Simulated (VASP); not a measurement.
# WC (I4/mmm) in VASP: further runs, part 2 of 2

VASP 6.6.1. Earlier steps stand in the parts before.

## Step 3: Single point, PBEsol

This run uses another cell than the first one, of the same volume but with other edges.

INCAR reads:

```
  PREC = Accurate
  ENCUT = 520
  EDIFF = 1E-6
  ISMEAR = 0
  SIGMA = 0.15
  LREAL = F
  LASPH = T
  NELM = 80
  ALGO = Normal
  ISIF = 2
  LWAVE = F
  LCHARG = F
  GGA = PS
  NBANDS = 16
```

KPOINTS reads:

```
Automatic mesh
0
Gamma
  26 26 26
```

POSCAR reads:

```
WC
1.0
    0.0000000000      1.9357400594      2.7371364440
    1.9357400594      0.0000000000      2.7371364440
    1.9357400594      1.9357400594      0.0000000000
W C
1 1
Direct
    0.0000000000      0.0000000000      0.0000000000
    0.5000000000      0.5000000000      0.5000000000
```

Potentials or basis: VASP PAW PBE potentials, release 64 (W_sv, C).

Started as:

```
> cat potpaw_PBE.64/W_sv/POTCAR potpaw_PBE.64/C/POTCAR > POTCAR
> mpirun -np 1 vasp_std > vasp.out
```

OUTCAR:

```text
PREC = Accurate
   ENCUT = 520
   EDIFF = 1E-6
   ISMEAR = 0
   LREAL = F
   LASPH = T
   NELM = 80
   ISIF = 2
   GGA = PS

 ion  position               nearest neighbor table
   1  0.000  0.000  0.000-   2 1.94   2 1.94   2 1.94   2 1.94   2 2.74   2 2.74
   2  0.500  0.500  0.500-   1 1.94   1 1.94   1 1.94   1 1.94   1 2.74   1 2.74

  LATTYP: Found a body centered tetragonal cell.
 ALAT       =     2.7375498452
 C/A-ratio  =     1.9996979772

  Lattice vectors:

 A1 = (  -1.9357400594,   0.0000000000,   2.7371364440)
 A2 = (   1.9357400594,   0.0000000000,   2.7371364440)
 A3 = (   0.0000000000,   1.9357400594,  -2.7371364440)

Analysis of symmetry for initial positions (statically):
=====================================================================
 Subroutine PRICEL returns:
 Original cell was already a primitive cell.

 Routine SETGRP: Setting up the symmetry group for a
 body centered tetragonal supercell.

 Subroutine GETGRP returns: Found 16 space group operations
 (whereof 16 operations were pure point group operations)
 out of a pool of 16 trial point group operations.

[... 162 lines left out ...]

 E-fermi :  12.2048     XC(G=0): -13.7973

 val. band max:       12.2031613500   @ k =  -0.4231   0.1154   0.3462
 cond. band min:      12.2063035984   @ k =  -0.1923   0.4615   0.3462
 fundamental gap:      0.0031422484
 Fermi energy:        12.2048419861

 k-point     1 :       0.0000    0.0000    0.0000
  band No.  band energies     occupation
      1     -62.4633      2.00000
      2     -26.6615      2.00000
      3     -26.5207      2.00000
      4     -26.5207      2.00000
      5      -3.7581      2.00000
      6       6.9385      2.00000
[... 433 lines left out ...]
      3     -26.7034      2.00000
      4     -26.4158      2.00000
      5      -0.2895      2.00000
      6       4.4053      2.00000
[... 8 lines left out ...]
     15      27.1833      0.00000
     16      28.4023      0.00000

 [... further k-points ...]

------------------------ aborting loop because EDIFF is reached ----------------------------------------

  FORCE on cell =-STRESS in cart. coord.  units (eV):
  Direction    XX          YY          ZZ          XY          YZ          ZX
  --------------------------------------------------------------------------------------
  -------------------------------------------------------------------------------------
  Total       17.3186229     17.3186229     -2.2787222      0.0000000      0.0000000      0.0000000
  in kB     1352.7060123   1352.7060123   -177.9842009      0.0000000      0.0000000      0.0000000
  external PRESSURE =     842.4759412 kB  Pullay stress =       0.0000000 kB

 VOLUME and BASIS-vectors are now :
 -----------------------------------------------------------------------------
  energy-cutoff  :      520.00
  volume of cell :       20.51
      direct lattice vectors                 reciprocal lattice vectors
     0.000000000  1.935740059  2.737136444    -0.258299144  0.258299144  0.182672662
     1.935740059  0.000000000  2.737136444     0.258299144 -0.258299144  0.182672662
     1.935740059  1.935740059  0.000000000     0.258299144  0.258299144 -0.182672662

 POSITION                                       TOTAL-FORCE (eV/Angst)
 -----------------------------------------------------------------------------------
      0.00000      0.00000      0.00000        -0.000000      0.000000     -0.000000
      1.93574      1.93574      2.73714         0.000000      0.000000      0.000000
 -----------------------------------------------------------------------------------
    total drift:                               -0.000000      0.000000      0.000000

  FREE ENERGIE OF THE ION-ELECTRON SYSTEM (eV)
  ---------------------------------------------------
  free  energy   TOTEN  =       -20.6330736908 eV

  energy  without entropy=      -20.6206960442  energy(sigma->0) =      -20.62688487
```

OSZICAR:

```text
N       E                     dE             d eps       ncg     rms          rms(c)
DAV:   1     0.114555321891E+03    0.11456E+03   -0.94432E+03 42688   0.126E+03
DAV:   2    -0.211036533177E+02   -0.13566E+03   -0.13039E+03 51480   0.339E+02
DAV:   3    -0.244950159603E+02   -0.33914E+01   -0.33786E+01 47512   0.514E+01
DAV:   4    -0.245122179508E+02   -0.17202E-01   -0.17201E-01 52816   0.413E+00
DAV:   5    -0.245123379164E+02   -0.11997E-03   -0.11997E-03 47528   0.332E-01    0.442E+01
DAV:   6    -0.207386887181E+02    0.37736E+01   -0.81900E+00 52432   0.280E+01    0.132E+01
DAV:   7    -0.206729929776E+02    0.65696E-01   -0.65352E-01 44400   0.640E+00    0.961E+00
DAV:   8    -0.206348021903E+02    0.38191E-01   -0.56898E-02 51640   0.189E+00    0.140E+00
DAV:   9    -0.206331434446E+02    0.16587E-02   -0.24026E-03 46784   0.413E-01    0.149E-01
DAV:  10    -0.206330748282E+02    0.68616E-04   -0.22182E-04 53520   0.129E-01    0.410E-02
DAV:  11    -0.206330727999E+02    0.20282E-05   -0.11043E-05 47664   0.270E-02    0.105E-02
DAV:  12    -0.206330736908E+02   -0.89086E-06   -0.14838E-06 38424   0.147E-02
   1 F= -.20633074E+02 E0= -.20626885E+02  d E =-.123776E-01
```

stdout:

```text
POSCAR found type information on POSCAR W C
 POSCAR found :  2 types and       2 ions
 scaLAPACK will be used
 -----------------------------------------------------------------------------
|                                                                             |
|                                                                             |
|     You enforced a specific xc type in the INCAR file but a different       |
|     I HOPE YOU KNOW WHAT YOU ARE DOING!                                     |
|                                                                             |
 -----------------------------------------------------------------------------

 LDA part: xc-table for (Slater+PW92), standard interpolation
 POSCAR, INCAR and KPOINTS ok, starting setup
 FFT: planning ... GRIDC
 FFT: planning ... GRID_SOFT
 FFT: planning ... GRID
 WAVECAR not read
 entering main loop
```

It took 2.6 min on 1 thread of Intel Xeon 6975P-C (Granite Rapids), shared host; peak memory 0.52 GiB.

What came out:

```yaml
Free_energy: -20.6331 eV
Pressure: 84.2 GPa
Band_gap_on_the_k_mesh: zero (bands 9 and 10 overlap by 4.30 eV)
```

Levels at points of the mesh, in eV from the Fermi level:
| k point | band 6 | band 7 | band 8 | band 9 | band 10 | band 11 | band 12 | band 13 |
| --- | --- | --- | --- | --- | --- | --- | --- | --- |
| (0.00, 0.00, 0.00) | -5.27 | -4.45 | -1.90 | -0.39 | -0.39 | -0.28 | -0.28 | 1.22 |
| (0.50, 0.00, 0.00) | -10.07 | -7.68 | -7.26 | 1.49 | 1.69 | 3.99 | 4.42 | 5.82 |
| (0.50, 0.50, 0.00) | -6.84 | -6.09 | -0.72 | -0.72 | 1.55 | 2.27 | 2.27 | 3.45 |
| (0.50, 0.00, 0.50) | -5.13 | -3.48 | -2.60 | -2.04 | -0.43 | 0.31 | 5.31 | 9.01 |

Caveat: the stress differs along the axes, from -18 to 135 GPa; the PAW data sets were made with another functional, which shifts forces and pressure a little; spin-orbit coupling is left out, which moves the levels of the heavy elements.

## Step 4: Single point, PBEsol

This run uses another cell than the first one, of the same volume but with other edges.

INCAR reads:

```
SYSTEM = WC
PREC = Accurate ; ENCUT = 520
EDIFF = 1E-6 ; ISMEAR = 0
SIGMA = 0.15 ; LREAL = .False.
LASPH = .True. ; NELM = 60
ALGO = Normal ; ISIF = 2
LWAVE = .False. ; LCHARG = .False.
GGA = PS ; NBANDS = 16
```

KPOINTS reads:

```
Automatic mesh
0
Gamma
  26 26 26
  0 0 0
```

POSCAR reads:

```
WC
1.0
    0.0000000000      2.2936326681      1.9495877679
    2.2936326681      0.0000000000      1.9495877679
    2.2936326681      2.2936326681      0.0000000000
W C
1 1
Direct
    0.0000000000      0.0000000000      0.0000000000
    0.5000000000      0.5000000000      0.5000000000
```

Started as:

```
> cat potpaw_PBE.64/W_sv/POTCAR potpaw_PBE.64/C/POTCAR > POTCAR
> mpirun -np 1 vasp_std > vasp.out
```

Run time: 98 s. Hardware: 1 thread of Intel Xeon 6975P-C (Granite Rapids), shared host; peak memory 0.5 GiB.

Results (log left out):

```
Free energy            : -22.1327 eV
Pressure               : 24.1 GPa
Band gap on the k mesh : zero (bands 9 and 10 overlap by 3.47 eV)
```

Stress tensor (GPa, compression positive):
```
-21.73   0.00   0.00
  0.00 -21.73   0.00
  0.00   0.00 115.67
```

Levels at points of the mesh, in eV from the Fermi level:
```
           k point  band 5  band 6  band 7  band 8  band 9  band 10  band 11  band 12  band 13  band 14
(0.00, 0.00, 0.00)  -16.02   -3.28   -3.28   -1.91   -1.38    -1.38    -1.34    -1.34    -0.26     8.93
(0.50, 0.00, 0.00)  -10.92  -10.01   -7.11   -7.00    0.56     2.15     3.19     4.77     7.50     9.25
(0.50, 0.50, 0.00)  -13.77   -6.04   -3.92   -3.24   -3.24     1.37     2.28     2.28     6.58     8.64
(0.50, 0.00, 0.50)  -14.00   -6.16   -5.72   -2.36   -1.47     0.12     1.65     2.91     5.14     9.80
```

Caveat: the stress differs along the axes, from -22 to 116 GPa; the PAW data sets were made with another functional, which shifts forces and pressure a little; spin-orbit coupling is left out, which moves the levels of the heavy elements.

## Step 5: Single point, PBEsol

This run uses another cell than the first one, of the same volume but with other edges.

INCAR, as its differences from that of step 4:

```diff
@@ -2,3 +2,3 @@
 PREC = Accurate ; ENCUT = 520
-EDIFF = 1E-6 ; ISMEAR = 0
+EDIFF = 1E-7 ; ISMEAR = 0
 SIGMA = 0.15 ; LREAL = .False.
```

KPOINTS reads:

```
regular mesh
0
Gamma
  26 26 26
  0 0 0
```

POSCAR reads:

```
WC
1.0
    0.0000000000      2.0445752166      2.4534902600
    2.0445752166      0.0000000000      2.4534902600
    2.0445752166      2.0445752166      0.0000000000
W C
1 1
Direct
    0.0000000000      0.0000000000      0.0000000000
    0.5000000000      0.5000000000      0.5000000000
```

Started as:

```
> cat potpaw_PBE.64/W_sv/POTCAR potpaw_PBE.64/C/POTCAR > POTCAR
> mpirun -np 1 vasp_std > vasp.out
```

It took 1.8 min on 1 thread of Intel Xeon 6975P-C (Granite Rapids), shared host; peak memory 0.51 GiB.

It converged, with:

| Property | Result |
| --- | --- |
| Free energy | -22.2863 eV |
| Pressure | 26.6 GPa |
| Band gap on the k mesh | zero (bands 9 and 10 overlap by 3.84 eV) |

Stress tensor (GPa, compression positive):
```
 54.83   0.00   0.00
  0.00  54.83   0.00
  0.00   0.00 -29.78
```

Levels at points of the mesh, in eV from the Fermi level:
```tsv
k point	band 6	band 7	band 8	band 9	band 10	band 11	band 12	band 13
(0.00, 0.00, 0.00)	-4.22	-2.87	-1.75	-1.75	-1.49	-0.72	-0.72	0.17
(0.50, 0.00, 0.00)	-9.99	-7.19	-6.82	1.00	1.87	3.16	4.61	6.37
(0.50, 0.50, 0.00)	-6.61	-5.94	-1.58	-1.58	1.02	2.32	2.32	4.25
(0.50, 0.00, 0.50)	-5.72	-4.69	-2.79	-2.48	0.50	1.03	3.73	7.11
```

Caveat: the stress differs along the axes, from -30 to 55 GPa; the PAW data sets were made with another functional, which shifts forces and pressure a little; spin-orbit coupling is left out, which moves the levels of the heavy elements.

## Step 6: The runs side by side

| cell | gap on the mesh (eV) | pressure (GPa) |
| --- | --- | --- |
| a = 2.987, b = 2.987, c = 3.449 Å, angles 54.7, 54.7, 70.5°, 2 atoms | none | 95.0 |
| a = 3.352, b = 3.352, c = 2.738 Å, angles 65.9, 65.9, 48.2°, 2 atoms | none | 84.2 |
| a = 3.010, b = 3.010, c = 3.244 Å, angles 57.4, 57.4, 65.2°, 2 atoms | none | 24.1 |
| a = 3.194, b = 3.194, c = 2.891 Å, angles 63.1, 63.1, 53.8°, 2 atoms | none | 26.6 |

Alike in all rows: task single point; level PBEsol; potentials or basis VASP PAW PBE potentials, release 64 (W_sv, C); no spin polarisation; k mesh 26 × 26 × 26; cutoff (eV) 520; smearing gaussian 0.15 eV.

Caveats: the PAW data sets were made with another functional, which shifts forces and pressure a little; spin-orbit coupling is left out, which moves the levels of the heavy elements; the stress differs along the axes, from -26 to 336 GPa (at least some runs); the stress differs along the axes, from -18 to 135 GPa (at least some runs); the stress differs along the axes, from -22 to 116 GPa (at least some runs); the stress differs along the axes, from -30 to 55 GPa (at least some runs).

Total energies depend on the potentials used, so only differences within one code and one set of settings carry meaning.
